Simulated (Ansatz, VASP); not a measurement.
# One calculation of CdS, two programs

Contents of INCAR:

```
ALGO = Normal
EDIFF = 1E-8
ENCUT = 520
GGA = PS
ISIF = 2
ISMEAR = -1
LASPH = True
LCHARG = False
LEFG = True
LREAL = False
LWAVE = False
NBANDS = 26
NELM = 60
PREC = Accurate
SIGMA = 0.01
```

File KPOINTS:

```
k-points
0
Gamma
  7 7 4
```

The input POSCAR:

```
CdS
1.0
    4.1347992034      0.0206739960      0.0206739960
   -2.0494953960      3.5705041517      0.0075672077
    0.0337450000      0.0337450000      6.7490000000
Cd S
2 2
Direct
    0.3333333333      0.6666666667      0.0000000000
    0.6666666667      0.3333333333      0.5000000000
    0.3333333333      0.6666666667      0.3850000000
    0.6666666667      0.3333333333      0.8850000000
```

Input for Ansatz:

```yaml
crystal:
  lattice:
    - [4.1347992034, 0.020673996, 0.020673996]
    - [-2.049495396, 3.5705041517, 0.0075672077]
    - [0.033745, 0.033745, 6.749]
  atoms:
    - { symbol: Cd, position: [0.3333333333, 0.6666666667, 0.0] }
    - { symbol: Cd, position: [0.6666666667, 0.3333333333, 0.5] }
    - { symbol: S, position: [0.3333333333, 0.6666666667, 0.385] }
    - { symbol: S, position: [0.6666666667, 0.3333333333, 0.885] }
kpoints:
  mp_grid: { grid: [7, 7, 4] }
scf:
  occupations: { method: fermi_dirac, width: 0.01 }
hamiltonian:
  xc: pbesol
  pseudopotentials: { kind: paw }
output:
  forces: true
  stress: true
  eigenvalues: true
  efg: { contact_densities: true }
  write_density: true
  write_potential: true
  elf: true
  volumetric_format: npy
```

Change from the starting cell: equal xy, yz and zx shear strains of +1 %, PAW files.

Alike in both runs: task electric field gradients; functional PBEsol; k mesh 7 × 7 × 4; occupations fermi-dirac, width 0.01 eV; no spin polarisation.

|  | VASP | Ansatz |
| --- | --- | --- |
| version | VASP 6.6.1 | Ansatz 0.2.0 |
| potentials or method | VASP PAW PBE potentials, release 64 (Cd, S) | PAW with Ansatz's default frozen-core files, scalar-relativistic |
| plane-wave cutoff (eV) | 520 | 420 |
| valence electrons in the cell | 36 | 52 |

```csv
,VASP,Ansatz,Ansatz less VASP
gap on the k mesh at the Fermi level (eV),1.07,1.07,-0.004
pressure (GPa),-0.2,-0.5,-0.39
"traceless stress, the component that is largest in VASP (GPa)",-1.42,-1.36,+0.057
rms of the force components (eV/Å),0.156,0.150,-0.0054
size of Vzz on the site where it differs most (V/Å²),35.6,31.7,-3.89
```

VASP's potentials were made for PBE, not for PBEsol. Atom by atom the forces differ by 0.005 eV/Å (rms over components). The functional is the same, so the differences come from potentials, cutoffs and numerics. VASP's potentials hold 36 valence electrons a cell and Ansatz's 52, so a difference there can come from the potentials and not from the codes.
